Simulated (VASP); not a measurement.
# PbSe (Pm-3m) in VASP: a series of runs

PbSe is run at these levels: PBE, LDA; tasks: relaxation of cell and atoms.

Everything below comes from runs of VASP 6.6.1. Logs are shortened: lines on timing, memory, paths and dates and some standing lists are left out, and cuts for length are marked.

**1. The cell of the first run**

Symmetry: Pm-3m, No. 221, cubic system. The conventional cell has a = 3.784 Å, b = 3.784 Å, c = 3.784 Å, α = 90.00°, β = 90.00°, γ = 90.00°. Within 4.3 Å of Pb (site symmetry m-3m) lie 8 Se at 3.28 Å and 6 Pb at 3.78 Å. Se (site symmetry m-3m) has 8 Pb at 3.28 Å and 6 Se at 3.78 Å within 4.3 Å.

**2. Relaxation of cell and atoms, PBE**

File INCAR:

```
PREC = Accurate
ENCUT = 600
EDIFF = 1E-6
ISMEAR = -1
SIGMA = 0.05
LREAL = False
LASPH = True
NELM = 100
ALGO = Normal
ISIF = 3
LWAVE = False
LCHARG = False
GGA = PE
IBRION = 2
NSW = 60
EDIFFG = -0.01
```

File KPOINTS:

```
regular mesh
0
Gamma
  7 7 7
```

File POSCAR:

```
PbSe
1.0
    3.7843220000      0.0000000000      0.0000000000
    0.0000000000      3.7843220000      0.0000000000
    0.0000000000      0.0000000000      3.7843220000
Pb Se
1 1
Direct
    0.0000000000      0.0000000000      0.0000000000
    0.5000000000      0.5000000000      0.5000000000
```

Potentials or basis: VASP PAW PBE potentials, release 64 (Pb_d, Se).

Started as:

```console
$ cat potpaw_PBE.64/Pb_d/POTCAR potpaw_PBE.64/Se/POTCAR > POTCAR
$ mpirun -np 1 vasp_std > vasp.out
```

OUTCAR:

```text
PREC = Accurate
   ENCUT = 600
   EDIFF = 1E-6
   ISMEAR = -1
   LREAL = False
   LASPH = True
   NELM = 100
   ISIF = 3
   GGA = PE
   IBRION = 2
   NSW = 60
   EDIFFG = -0.01

 ion  position               nearest neighbor table
   1  0.000  0.000  0.000-   2 3.28   2 3.28   2 3.28   2 3.28   2 3.28   2 3.28   2 3.28   2 3.28

   2  0.500  0.500  0.500-   1 3.28   1 3.28   1 3.28   1 3.28   1 3.28   1 3.28   1 3.28   1 3.28

  LATTYP: Found a simple cubic cell.
 ALAT       =     3.7843220000

  Lattice vectors:

 A1 = (   3.7843220000,   0.0000000000,   0.0000000000)
 A2 = (   0.0000000000,   3.7843220000,   0.0000000000)
 A3 = (   0.0000000000,   0.0000000000,   3.7843220000)

Analysis of symmetry for initial positions (statically):
=====================================================================
 Subroutine PRICEL returns:
 Original cell was already a primitive cell.

 Routine SETGRP: Setting up the symmetry group for a
 simple cubic supercell.

 Subroutine GETGRP returns: Found 48 space group operations
 (whereof 48 operations were pure point group operations)
 out of a pool of 48 trial point group operations.

The static configuration has the point symmetry O_h .

Analysis of symmetry for dynamics (positions and initial velocities):
=====================================================================
 Subroutine PRICEL returns:
 Original cell was already a primitive cell.

 Routine SETGRP: Setting up the symmetry group for a
 simple cubic supercell.

 Subroutine GETGRP returns: Found 48 space group operations
 (whereof 48 operations were pure point group operations)
 out of a pool of 48 trial point group operations.

The dynamic configuration has the point symmetry O_h .

 Subroutine INISYM returns: Found 48 space group operations
 (whereof 48 operations are pure point group operations),
 and found     1 'primitive' translations

----------------------------------------------------------------------------------------

                                     Primitive cell

  volume of cell :      54.1956

  direct lattice vectors                    reciprocal lattice vectors
     3.784322000  0.000000000  0.000000000     0.264248127  0.000000000  0.000000000
     0.000000000  3.784322000  0.000000000     0.000000000  0.264248127  0.000000000
     0.000000000  0.000000000  3.784322000     0.000000000  0.000000000  0.264248127

  length of vectors
     3.784322000  3.784322000  3.784322000     0.264248127  0.264248127  0.264248127

  position of ions in fractional coordinates (direct lattice)
     0.000000000  0.000000000  0.000000000
     0.500000000  0.500000000  0.500000000

  ion indices of the primitive-cell ions
   primitive index   ion index
                 1           1
                 2           2

----------------------------------------------------------------------------------------

 KPOINTS: regular mesh

Automatic generation of k-mesh.
 Grid dimensions read from file:
 generate k-points for:    7    7    7

 Generating k-lattice:

  Cartesian coordinates                     Fractional coordinates (reciprocal lattice)
     0.037749732  0.000000000  0.000000000     0.142857143  0.000000000  0.000000000
     0.000000000  0.037749732  0.000000000     0.000000000  0.142857143  0.000000000
     0.000000000  0.000000000  0.037749732     0.000000000  0.000000000  0.142857143

  Length of vectors
     0.037749732  0.037749732  0.037749732

  Shift w.r.t. Gamma in fractional coordinates (k-lattice)
     0.000000000  0.000000000  0.000000000

 Subroutine IBZKPT returns following result:
[... 53 lines left out ...]
   TEBEG  =    0.0;   TEEND  =   0.0 temperature during run
   PSTRESS=    0.0 pullay stress
   NELECT =      20.0000    total number of electrons
   NUPDOWN=      -1.0000    fix difference up-down
   EMIN   =  10.00;   EMAX   =-10.00  energy-range for DOS
   EFERMI =   0.00;   METHOD = LEGACY
   ISMEAR =    -1;   SIGMA  =   0.05  broadening in eV -4-tet -1-fermi 0-gaus
   EFERMI_NEDOS =   21; number of points for ismear=-14 and -15
   IALGO  =     38    algorithm
   IMIX   =      4    mixing-type and parameters
     AMIX     =   0.40;   BMIX     =  1.00
     AMIX_MAG =   1.60;   BMIX_MAG =  1.00
  volume/ion in A,a.u.               =      27.10       182.87
  Fermi-wavevector in a.u.,A,eV,Ry     =   1.174258  2.219025 18.760817  1.378881
  Thomas-Fermi vector in A             =   2.310658
   LORBIT       =      0    0 simple, 1 ext, 2 COOP (PROOUT), +10 PAW based schemes
   GGA     = PE    functional components
   LHFCALC =     F    Hartree Fock is set to
   AEXX    =    0.0000 exact exchange contribution
   IVDW    =     0    specifies the selected vdW correction
   LEPSILON=     F    determine dielectric tensor
   LRPA    =     F    only Hartree local field effects (RPA)
 conjugate gradient relaxation of ions
 non-spin polarized calculation
  energy-cutoff  :      600.00
  volume of cell :       54.20
 maximum number of plane-waves:      1839
 NGX is ok and might be reduce to    30
   NGX = 15   NGY = 15   NGZ = 15

--------------------------------------- Ionic step        1  -------------------------------------------

 number of electron      20.0000001 magnetization

 Free energy of the ion-electron system (eV)
  ---------------------------------------------------
  ext. energy  EPLUGINS =         0.00000000
  ---------------------------------------------------
  free energy    TOTEN  =        -7.71965585 eV

  energy without entropy =       -7.70891798  energy(sigma->0) =       -7.71428692

------------------------ aborting loop because EDIFF is reached ----------------------------------------

  FORCE on cell =-STRESS in cart. coord.  units (eV):
  Direction    XX          YY          ZZ          XY          YZ          ZX
  --------------------------------------------------------------------------------------
  -------------------------------------------------------------------------------------
  Total       -0.0464601     -0.0464601     -0.0464601     -0.0000000     -0.0000000      0.0000000
  in kB       -1.3734928     -1.3734928     -1.3734928     -0.0000000     -0.0000000      0.0000000
  external PRESSURE =      -1.3734928 kB  Pullay stress =       0.0000000 kB

 VOLUME and BASIS-vectors are now :
 -----------------------------------------------------------------------------
  energy-cutoff  :      600.00
  volume of cell :       54.20
      direct lattice vectors                 reciprocal lattice vectors
     3.784322000  0.000000000  0.000000000     0.264248127  0.000000000  0.000000000
     0.000000000  3.784322000  0.000000000     0.000000000  0.264248127  0.000000000
     0.000000000  0.000000000  3.784322000     0.000000000  0.000000000  0.264248127

 POSITION                                       TOTAL-FORCE (eV/Angst)
 -----------------------------------------------------------------------------------
      0.00000      0.00000      0.00000         0.000000      0.000000      0.000000
      1.89216      1.89216      1.89216         0.000000      0.000000      0.000000
 -----------------------------------------------------------------------------------
    total drift:                                0.000000     -0.000000     -0.000000

  FREE ENERGIE OF THE ION-ELECTRON SYSTEM (eV)
  ---------------------------------------------------
  free  energy   TOTEN  =        -7.7196558503 eV

  energy  without entropy=       -7.7089179841  energy(sigma->0) =       -7.71428692

--------------------------------------- Ionic step        2  -------------------------------------------

 number of electron      20.0000001 magnetization

 Free energy of the ion-electron system (eV)
  ---------------------------------------------------
  ext. energy  EPLUGINS =         0.00000000
  ---------------------------------------------------
  free energy    TOTEN  =        -7.71972472 eV

  energy without entropy =       -7.70901947  energy(sigma->0) =       -7.71437210

 E-fermi :   5.3357     XC(G=0):  -9.9715

 val. band max:        5.3212434825   @ k =   0.4286   0.4286   0.0000
 cond. band min:       5.3383734959   @ k =   0.1429   0.1429   0.1429
 fundamental gap:      0.0171300134
 Fermi energy:         5.3356859998

 k-point     1 :       0.0000    0.0000    0.0000
  band No.  band energies     occupation
      1     -11.5614      2.00000
      2     -11.5614      2.00000
      3     -11.4107      2.00000
      4     -11.4107      2.00000
      5     -11.4107      2.00000
      6      -7.8569      2.00000
      7      -1.6846      2.00000
      8       3.8713      2.00000
      9       3.8713      2.00000
     10       3.8713      2.00000
     11      10.4967      0.00000
     12      10.4967      0.00000
     13      11.4563      0.00000
     14      11.4563      0.00000
[... 309 lines left out ...]
      1     -11.5016      2.00000
      2     -11.4970      2.00000
      3     -11.4970      2.00000
      4     -11.3787      2.00000
      5     -11.3787      2.00000
      6      -5.9687      2.00000
      7      -1.2672      2.00000
      8       2.5859      2.00000
      9       2.8663      2.00000
     10       2.8663      2.00000
     11       5.2171      1.82941
     12       5.2171      1.82941
     13       6.0396      0.00000
     14      17.8028      0.00000

------------------------ aborting loop because EDIFF is reached ----------------------------------------

  FORCE on cell =-STRESS in cart. coord.  units (eV):
  Direction    XX          YY          ZZ          XY          YZ          ZX
  --------------------------------------------------------------------------------------
  -------------------------------------------------------------------------------------
  Total        0.0083332      0.0083332      0.0083332      0.0000000     -0.0000000     -0.0000000
  in kB        0.2471830      0.2471830      0.2471830      0.0000000     -0.0000000     -0.0000000
  external PRESSURE =       0.2471830 kB  Pullay stress =       0.0000000 kB

 VOLUME and BASIS-vectors are now :
 -----------------------------------------------------------------------------
  energy-cutoff  :      600.00
  volume of cell :       54.01
      direct lattice vectors                 reciprocal lattice vectors
     3.780080990 -0.000000000  0.000000000     0.264544596  0.000000000  0.000000000
    -0.000000000  3.780080990 -0.000000000     0.000000000  0.264544596  0.000000000
    -0.000000000 -0.000000000  3.780080990    -0.000000000  0.000000000  0.264544596

 POSITION                                       TOTAL-FORCE (eV/Angst)
 -----------------------------------------------------------------------------------
      0.00000      0.00000      0.00000        -0.000000     -0.000000      0.000000
      1.89004      1.89004      1.89004         0.000000      0.000000      0.000000
 -----------------------------------------------------------------------------------
    total drift:                                0.000000     -0.000000     -0.000000

  FREE ENERGIE OF THE ION-ELECTRON SYSTEM (eV)
  ---------------------------------------------------
  free  energy   TOTEN  =        -7.7197247243 eV

  energy  without entropy=       -7.7090194685  energy(sigma->0) =       -7.71437210

 reached required accuracy - stopping structural energy minimisation
```

Run time: 20 s. Hardware: 1 thread of Intel Xeon 6975P-C, shared host; peak memory 0.18 GiB.

What came out:

```
Free energy                            : -7.7197 eV
Relaxed volume                         : 27.01 Å³/atom
Relaxed cell                           : a = 3.780 Å, b = 3.780 Å, c = 3.780 Å, α = 90.00°, β = 90.00°, γ = 90.00°
Space group after relaxing (to 0.05 Å) : Pm-3m (No. 221)
Energy gained by relaxing              : 0.0 meV/atom
Ionic steps                            : 2
Pressure after relaxing                : 0.0 GPa
Band gap on the k mesh                 : zero (band 10 reaches 5.34 eV, above the bottom of band 11 at 5.22 eV)
```

Final structure:
```cif
data_structure
_symmetry_space_group_name_H-M 'P 1'
_symmetry_Int_Tables_number 1
_cell_length_a 3.7801
_cell_length_b 3.7801
_cell_length_c 3.7801
_cell_angle_alpha 90.000
_cell_angle_beta 90.000
_cell_angle_gamma 90.000
_cell_volume 54.01
loop_
_atom_site_label
_atom_site_type_symbol
_atom_site_fract_x
_atom_site_fract_y
_atom_site_fract_z
_atom_site_occupancy
Pb1 Pb 0.00000 0.00000 0.00000 1
Se1 Se 0.50000 0.50000 0.50000 1
```

Levels at points of the mesh, in eV from the Fermi level:
```csv
k point,band 8,band 9,band 10,band 11,band 12,band 13
"(0.00, 0.00, 0.00)",-1.46,-1.46,-1.46,5.16,5.16,6.12
```

Caveat: spin-orbit coupling is left out, which moves the levels of the heavy elements.

**3. Relaxation of cell and atoms, LDA**

File INCAR:

```
SYSTEM = PbSe
ALGO     = Normal         ! electronic algorithm
EDIFF    = 1E-7           ! SCF threshold, eV
EDIFFG   = -0.01          ! ionic threshold
ENCUT    = 600            ! plane-wave cutoff, eV
GGA      = CA             ! functional
IBRION   = 2              ! ionic algorithm
ISIF     = 3              ! what is computed and relaxed
ISMEAR   = -1             ! smearing method
LASPH    = .True.         ! aspherical terms in the spheres
LCHARG   = .False.        ! write CHGCAR
LREAL    = .False.        ! projectors in reciprocal space
LWAVE    = .False.        ! write WAVECAR
NELM     = 100            ! most SCF steps
NSW      = 60             ! ionic steps
PREC     = Accurate       ! precision mode
SIGMA    = 0.05           ! smearing width, eV
```

File KPOINTS:

```
k-points
0
Gamma
  7 7 7
  0 0 0
```

POSCAR is that of step 2.

Potentials or basis: VASP PAW LDA potentials, release 64 (Pb_d, Se).

Started as:

```console
$ cat potpaw_LDA.64/Pb_d/POTCAR potpaw_LDA.64/Se/POTCAR > POTCAR
$ mpirun -np 1 vasp_std > vasp.out
```

Run time: 26 s. Hardware: 1 thread of Intel Xeon 6975P-C, shared host; peak memory 0.17 GiB.

Results (log left out):

```yaml
Free_energy: -9.0552 eV
Relaxed_volume: 24.74 Å³/atom
Relaxed_cell: a = 3.671 Å, b = 3.671 Å, c = 3.671 Å, α = 90.00°, β = 90.00°, γ = 90.00°
Space_group_after_relaxing_to_0.05_Å: Pm-3m (No. 221)
Energy_gained_by_relaxing: 37.9 meV/atom
Ionic_steps: 3
Pressure_after_relaxing: 0.0 GPa
Band_gap_on_the_k_mesh: zero (band 10 reaches 6.27 eV, above the bottom of band 11 at 5.79 eV)
```

Step by step:
```
step  energy change (eV)  largest force (eV/Å)  pressure (GPa)  volume (Å³)
   1              0.0000                0.0000           -4.72        54.20
   2             -0.0685                0.0000            1.83        48.17
   3             -0.0758                0.0000           -0.01        49.47
```

Final structure:
```
CELL_PARAMETERS angstrom
3.67101 0.00000 0.00000
0.00000 3.67101 0.00000
0.00000 0.00000 3.67101
ATOMIC_POSITIONS crystal
Pb 0.00000 0.00000 0.00000
Se 0.50000 0.50000 0.50000
```

Levels at points of the mesh, in eV from the Fermi level:
| k point | band 8 | band 9 | band 10 | band 11 | band 12 | band 13 |
| --- | --- | --- | --- | --- | --- | --- |
| (0.00, 0.00, 0.00) | -1.75 | -1.75 | -1.75 | 4.98 | 4.98 | 6.59 |

Caveat: spin-orbit coupling is left out, which moves the levels of the heavy elements.
